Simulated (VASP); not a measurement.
Set up this calculation in VASP 6.6.1, as the native input.

| Property | Result |
| --- | --- |
| Task | single point |
| Functional | PBE |
| Potentials or basis | VASP PAW PBE potentials, release 64 (Cs_sv, Mg, C, Au, N) |
| Cutoff | 520 eV |
| k mesh | 4 × 4 × 4 |
| Occupations | gaussian, width 0.1 eV |
| Spin | collinear spin |
| Starting moments | [0.0, 0.0, 0.0, 0.0, 0.0, 0.0, 0.0, 0.0, 1.0, 0.0, 0.0, 0.0, 0.0, 0.0, 0.0] μB |
| Dipole correction | no |
| Further INCAR settings | LREAL = Auto; ALGO = Normal; EDIFF = 1e-06; NBANDS = 55 |

The structure of CsMgAuC6N6 lies in POSCAR:

```
CsMgAuC6N6
1.0
    0.0000000000      5.5570334593      5.5570334593
    5.5570334593      0.0000000000      5.5570334593
    5.5570334593      5.5570334593      0.0000000000
Cs Mg C Au N
1 1 6 1 6
Direct
    0.7500000000      0.7500000000      0.7500000000
    0.5000000000      0.5000000000      0.5000000000
    0.7999554073      0.2000445927      0.2000445927
    0.2000445927      0.2000445927      0.7999554073
    0.7999554073      0.2000445927      0.7999554073
    0.2000445927      0.7999554073      0.7999554073
    0.7999554073      0.7999554073      0.2000445927
    0.2000445927      0.7999554073      0.2000445927
    0.0000000000      0.0000000000      0.0000000000
    0.6950484690      0.3049515310      0.3049515310
    0.3049515310      0.3049515310      0.6950484690
    0.6950484690      0.3049515310      0.6950484690
    0.3049515310      0.6950484690      0.6950484690
    0.6950484690      0.6950484690      0.3049515310
    0.3049515310      0.6950484690      0.3049515310
```

One way to write it, as run:

INCAR

```
SYSTEM = CsMgAuC6N6
  PREC = Accurate
  ENCUT = 520
  EDIFF = 1E-6
  ISMEAR = 0
  SIGMA = 0.1
  LREAL = Auto
  LASPH = .True.
  NELM = 150
  ALGO = Normal
  ISIF = 2
  LWAVE = .False.
  LCHARG = .True.
  ISPIN = 2
  MAGMOM = 0 0 0 0 0 0 0 0 1 0 0 0 0 0 0
  LORBIT = 11
  LMAXMIX = 4
  GGA = PE
  LELF = .True.
  LVHAR = .True.
  NBANDS = 55
```

KPOINTS

```
regular mesh
0
Gamma
  4 4 4
  0 0 0
```

Potentials or basis: VASP PAW PBE potentials, release 64 (Cs_sv, Mg, C, Au, N).

Launch:

```bash
$ cat potpaw_PBE.64/Cs_sv/POTCAR potpaw_PBE.64/Mg/POTCAR potpaw_PBE.64/C/POTCAR potpaw_PBE.64/Au/POTCAR potpaw_PBE.64/N/POTCAR > POTCAR
$ mpirun -np 1 vasp_std > vasp.out
```

It gave:

```yaml
Pressure: 0.4 GPa
Largest_force: 0.410 eV/Å
Band_gap_on_the_k_mesh: 0.59 eV
Net_moment: 2.00 μB per cell
Site_moments: Cs +0.00; Mg +0.01; C +0.14; Au +0.79; N +0.00 μB
Valence_electrons_inside_the_program's_atomic_spheres: Cs 6.55; Mg 0.32; C 2.57; Au 9.61; N 3.89
```

Caveat: spin-orbit coupling is left out, which moves the levels of the heavy elements.

It took 20 min on 1 thread of Intel Xeon 8259CL, with other jobs on the host, peak memory 0.78 GiB.
